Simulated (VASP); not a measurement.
Here is a VASP 6.6.1 calculation.

The input INCAR:

```
SYSTEM = C
PREC = Accurate
ENCUT = 520
EDIFF = 1E-7
ISMEAR = -1
SIGMA = 0.1
LREAL = .False.
LASPH = .True.
NELM = 150
ALGO = Normal
ISIF = 2
LWAVE = .False.
LCHARG = .False.
LNONCOLLINEAR = .True.
MAGMOM = 0 0 0 0 0 0
LORBIT = 11
LSORBIT = .True.
GGA_COMPAT = .False.
LORBMOM = .True.
GGA = PE
NBANDS = 20
```

The input KPOINTS:

```
regular mesh
0
Gamma
  11 11 6
  0 0 0
```

The input POSCAR:

```
C
1.0
    2.1273200000     -1.2282820000      0.0000000000
    2.1273200000      1.2282820000      0.0000000000
   -1.3790700000      0.0000000000      3.5028300000
C
2
Direct
    0.8333560000      0.8333560000      0.0000930000
    0.1666440000      0.1666440000      0.9999070000
```

Potentials or basis: VASP PAW PBE potentials, release 64 (C).

Launch:

```bash
$ cat potpaw_PBE.64/C/POTCAR > POTCAR
$ mpirun -np 1 vasp_ncl > vasp.out
```

Predict the net moment.

0.00 μB per cell.

What does it give for the pressure?

4.2 GPa.

Estimate the largest force.

0.006 eV/Å.

Stress tensor (GPa, compression positive):
```
 5.36  0.00 -0.03
 0.00  5.33  0.00
-0.03  0.00  2.00
```

Caveat: this functional lacks dispersion, which binds the layers, so the pressure and a relaxed spacing across them are unreliable.
